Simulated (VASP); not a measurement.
Set up this calculation in VASP 6.6.1, as the native input.

```yaml
Task: single point
Functional: r2SCAN
Potentials_or_basis: VASP PAW PBE potentials, release 64 (W_sv, S)
Cutoff: 520 eV
k_mesh: 7 × 7 × 7
Occupations: gaussian, width 0.05 eV
Spin: collinear spin
Starting_moments: "[0.5, 0.0, 0.0] μB"
Dipole_correction: no
Further_INCAR_settings: ALGO = Normal; EDIFF = 1e-06; NBANDS = 24
```

Crystal: WS2.

```xyz
3
Lattice="1.5790 0.9116 6.1633 -1.5790 0.9116 6.1633 0.0000 -1.8233 6.1633" Properties=species:S:1:pos:R:3 pbc="T T T"
W     0.0000    0.0000    0.0000
S     0.0000    0.0000   13.8730
S     0.0000    0.0000   10.7427
```

One way to write it, as run:

POSCAR

```
WS2
1.0
    1.5790001700      0.9116361700      6.1633291500
   -1.5790001700      0.9116361700      6.1633291500
    0.0000000000     -1.8232723400      6.1633291500
W S
1 2
Direct
    0.0000000000      0.0000000000      0.0000000000
    0.7503000000      0.7503000000      0.7503000000
    0.5810000000      0.5810000000      0.5810000000
```

INCAR.step1

```
SYSTEM = WS2
PREC = Accurate
ENCUT = 520
ISMEAR = 0
SIGMA = 0.05
LREAL = .False.
LASPH = .True.
NELM = 150
ISPIN = 2
MAGMOM = 0.5 0 0
LMAXMIX = 4
NBANDS = 24
GGA = PE
ALGO = Normal
EDIFF = 1E-4
LWAVE = .True.
LCHARG = .False.
```

INCAR.step2

```
SYSTEM = WS2
PREC = Accurate
ENCUT = 520
EDIFF = 1E-6
ISMEAR = 0
SIGMA = 0.05
LREAL = .False.
LASPH = .True.
NELM = 150
ALGO = Normal
ISIF = 2
LWAVE = .False.
LCHARG = .True.
ISPIN = 2
MAGMOM = 0.5 0 0
LORBIT = 11
LMAXMIX = 4
METAGGA = R2SCAN
LMIXTAU = .True.
LELF = .True.
LVHAR = .True.
NBANDS = 24
ISTART = 1
```

KPOINTS

```
Automatic mesh
0
Gamma
  7 7 7
  0 0 0
```

Potentials or basis: VASP PAW PBE potentials, release 64 (W_sv, S).

Run with:

```sh
$ cat potpaw_PBE.64/W_sv/POTCAR potpaw_PBE.64/S/POTCAR > POTCAR
$ cp INCAR.step1 INCAR
$ mpirun -np 1 vasp_std > vasp.out
$ cp INCAR.step2 INCAR
$ mpirun -np 1 vasp_std > vasp.out
```

It gave:

| Property | Result |
| --- | --- |
| Pressure | 2.8 GPa |
| Largest force | 0.621 eV/Å |
| Band gap on the k mesh | 1.26 eV (least direct gap 2.46 eV) |
| Net moment | 0.00 μB per cell |
| Valence electrons inside the program's atomic spheres | W 12.02; S 3.75, 3.74 |

Caveat: the PAW data sets were made with another functional, which shifts forces and pressure a little; spin-orbit coupling is left out, which moves the levels of the heavy elements; an odd mesh through Γ misses points on the zone boundary, where band edges can lie.

Run time: 7.8 min on 1 thread of Intel(R) Xeon(R) 6975P-C (Granite Rapids), with other jobs on the host, peak memory 0.5 GiB.
